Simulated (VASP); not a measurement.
Cu, 2 atoms in the cell. The structure is hexagonal, space group P6_3/mmc (No. 194). Conventional cell: a = 2.487 Å, b = 2.487 Å, c = 4.228 Å, α = 90.00°, β = 90.00°, γ = 120.00°. Within 3.3 Å of Cu (site symmetry -6m2) lie 12 Cu at 2.49 to 2.56 Å. This isn't the form of Cu at room conditions, which is fcc.

```yaml
Program: VASP 6.6.1
Task: single point
Functional: PBEsol
Potentials_or_basis: VASP PAW PBE potentials, release 64 (Cu_sv_GW)
Cutoff: 820 eV
k_mesh: 24 × 24 × 12
Occupations: gaussian, width 0.15 eV
Spin: no spin polarisation
Dipole_correction: no
Further_INCAR_settings: ALGO = Normal; EDIFF = 1e-06; NBANDS = 26
```

Potentials or basis: VASP PAW PBE potentials, release 64 (Cu_sv_GW).

Command:

```console
$ cat potpaw_PBE.64/Cu_sv_GW/POTCAR > POTCAR
$ mpirun -np 1 vasp_std > vasp.out
```

Hardware: 1 thread of Intel(R) Xeon(R) Platinum 8375C CPU @ 2.90GHz (Ice Lake), with other jobs on the host.

Task: How long does it take, and how much memory?

Result: Run time: 5 min on 1 thread of Intel(R) Xeon(R) Platinum 8375C CPU @ 2.90GHz (Ice Lake) (shared host), peak memory 0.55 GiB. Counts: scf iterations 13, k points 427.
